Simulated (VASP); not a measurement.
Write the native input for VASP 6.6.1 that does the following.

- Task: single point
- Functional: PBE
- Dispersion: D3(BJ)
- Potentials or basis: VASP PAW PBE potentials, release 64 (Si, C)
- Cutoff: 520 eV
- k mesh: 2 × 2 × 2
- Occupations: fermi-dirac, width 0.05 eV
- Spin: collinear spin
- Starting moments: [0.0, 0.0, 0.0, 0.0, 0.0, 0.0, 0.0, 0.0, 0.0, 0.0, 0.0, 0.0, 0.0, 0.0, 0.0, 0.0, 1.0] μB
- Dipole correction: no
- Further INCAR settings: LREAL = Auto; ALGO = Normal; EDIFF = 1e-06; NBANDS = 52

The structure of Si16C (a cell with a defect) lies in POSCAR:

```
Si16C
1.0
    0.0000000000      5.4300000000      5.4300000000
    5.4300000000      0.0000000000      5.4300000000
    5.4300000000      5.4300000000      0.0000000000
Si C
16 1
Direct
   -0.0816390424      0.0924309392     -0.0608103131
    0.1365377532      0.1605524862      0.0408839779
    0.0313259669      0.0234990792      0.4248434622
    0.1300920810      0.1712891344      0.5447513812
   -0.0319429098      0.5515745856     -0.0319244936
    0.1104327808      0.6906353591      0.0547605893
   -0.0319429098      0.5874309392      0.4313167587
    0.1115837937      0.6592817680      0.5897974217
    0.4970994475      0.0242633517     -0.0301381215
    0.7159668508     -0.0323204420      0.3120626151
    0.4403130755     -0.0386924494      0.6574953959
    0.6478637201      0.1419337017      0.6132412523
    0.4759852670      0.4336464088      0.0182504604
    0.6049907919      0.6065930018      0.1274585635
    0.4608655617      0.4940147330      0.5181583794
    0.5922928177      0.6320902394      0.6237845304
    0.6211418048      0.1201473297      1.0664456722
```

One way to write it, as run:

INCAR

```
SYSTEM = Si16C
PREC = Accurate ; ENCUT = 520
EDIFF = 1E-6 ; ISMEAR = -1
SIGMA = 0.05 ; LREAL = Auto
LASPH = .True. ; NELM = 150
ALGO = Normal ; ISIF = 2
LWAVE = .False. ; LCHARG = .True.
ISPIN = 2 ; MAGMOM = 0 0 0 0 0 0 0 0 0 0 0 0 0 0 0 0 1
LORBIT = 11 ; GGA = PE
IVDW = 12 ; LELF = .True.
LVHAR = .True. ; NBANDS = 52
```

KPOINTS

```
regular mesh
0
Gamma
  2 2 2
  0 0 0
```

Potentials or basis: VASP PAW PBE potentials, release 64 (Si, C).

The run is started by

```bash
$ cat potpaw_PBE.64/Si/POTCAR potpaw_PBE.64/C/POTCAR > POTCAR
$ mpirun -np 1 vasp_std > vasp.out
```

Results of the run:

- Pressure: -2.7 GPa
- Largest force: 2.120 eV/Å
- Band gap on the k mesh: 0.11 eV
- Net moment: 0.00 μB per cell
- Valence electrons inside the program's atomic spheres: Si 1.60, 1.63, 1.67, 1.62, 1.64, 1.71, 1.61, 1.69, 1.56, 1.72, 1.65 (each value once); C 2.39
- Dispersion energy per atom: -0.312 eV

Caveat: the k points lie up to 0.50 Å⁻¹ apart; the atoms stand as in a frame of molecular dynamics; semilocal functionals underestimate gaps, and a narrow one can read as zero.

It took 5.2 min on 1 thread of Intel(R) Xeon(R) 6975P-C (Granite Rapids), with other jobs on the host, peak memory 0.7 GiB.
